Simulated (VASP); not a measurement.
Input of a VASP 6.6.1 run:

The input INCAR:

```
PREC = Accurate
ENCUT = 520
EDIFF = 1E-6
ISMEAR = -1
SIGMA = 0.05
LREAL = F
LASPH = T
NELM = 100
ALGO = Normal
ISIF = 2
LWAVE = F
LCHARG = T
GGA = PS
LELF = T
LVHAR = T
NBANDS = 42
```

Contents of KPOINTS:

```
regular mesh
0
Gamma
  4 6 4
```

POSCAR

```
MoAs4Pd3
1.0
    5.8654661169      0.0000127652      0.0083897859
    0.0000132370      3.4887060708      0.0000061583
   -0.0116330415      0.0000338065      6.3877422515
Mo As Pd
1 4 3
Direct
    0.4976092548      0.5072367113      0.6866115693
    0.6859651545      0.5072439276      0.0654210394
    0.1931259708      0.5072285707      0.4242277170
    0.3062714184      0.0072370447      0.9277800644
    0.7928261773      0.0072406687      0.5786679210
    0.0108639625      0.5072423551      0.8058041485
    0.4880129273      0.0072269273      0.2990126202
    0.9829993575      0.0072393364      0.1957653958
```

Potentials or basis: VASP PAW PBE potentials, release 64 (Mo_sv, As, Pd).

Run with:

```sh
$ cat potpaw_PBE.64/Mo_sv/POTCAR potpaw_PBE.64/As/POTCAR potpaw_PBE.64/Pd/POTCAR > POTCAR
$ mpirun -np 1 vasp_std > vasp.out
```

Problem. Estimate the pressure.

Solution. 0.3 GPa.

Problem. Estimate the band gap on the k mesh.

Solution. Zero (bands 32 and 33 overlap by 1.09 eV).

Forces in eV/Å, atoms in the order of the input:
```
Mo  -0.004  0.000  0.002
As  -0.006  0.000  0.008
As  -0.020  0.000 -0.007
As  -0.002  0.000  0.004
As   0.026  0.000 -0.004
Pd   0.006  0.000  0.000
Pd  -0.002  0.000 -0.003
Pd   0.003  0.000 -0.001
```

Caveat: the PAW data sets were made with another functional, which shifts forces and pressure a little.
